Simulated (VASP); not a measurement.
The system is Si.

```
Si
1.0
    -2.37137    2.37137    1.32927
     2.37137   -2.37137    1.32927
     2.37137    2.37137   -1.32927
Si
2
Direct
  0.50000 0.50000 0.00000
  0.25000 0.75000 0.50000
```

| Quantity | Value |
| --- | --- |
| Program | VASP 6.6.1 |
| Task | relaxation of cell and atoms |
| Functional | PBEsol |
| Potentials or basis | VASP PAW PBE potentials, release 64 (Si) |
| Cutoff | 600 eV |
| k mesh | 11 × 11 × 11 |
| Occupations | fermi-dirac, width 0.05 eV |
| Spin | no spin polarisation |

At the start: pressure 0.8 GPa; volume 14.95 Å³/atom.

Q: How do energy, volume and symmetry change on relaxing?

A: Over 11 steps the energy falls by 4.5 meV/atom and the volume is 15.01 Å³/atom (+0.4 %); space group I4_1/amd (No. 141, to 0.1 Å) before and after.

Step by step:
```tsv
step	energy change (eV)	largest force (eV/Å)	pressure (GPa)	volume (Å³)
1	0.0000	0.0000	0.84	29.90
2	-0.0018	0.0000	-0.58	30.24
3	-0.0018	0.0000	-0.63	30.25
4	-0.0041	0.0000	-0.36	30.17
5	-0.0081	0.0000	0.37	29.91
6	-0.0085	0.0000	0.00	30.04
7	-0.0091	0.0000	0.13	29.99
8	-0.0091	0.0000	0.15	29.98
9	-0.0090	0.0000	-0.15	30.05
10	-0.0091	0.0000	0.07	30.00
11	-0.0091	0.0000	-0.04	30.03
```

Final structure:
```
Si
1.0
    -2.40876    2.40876    1.29392
     2.40876   -2.40876    1.29392
     2.40876    2.40876   -1.29392
Si
2
Direct
  0.50000 0.50000 0.00000
  0.25000 0.75000 0.50000
```

Caveat: the PAW data sets were made with another functional, which shifts forces and pressure a little.
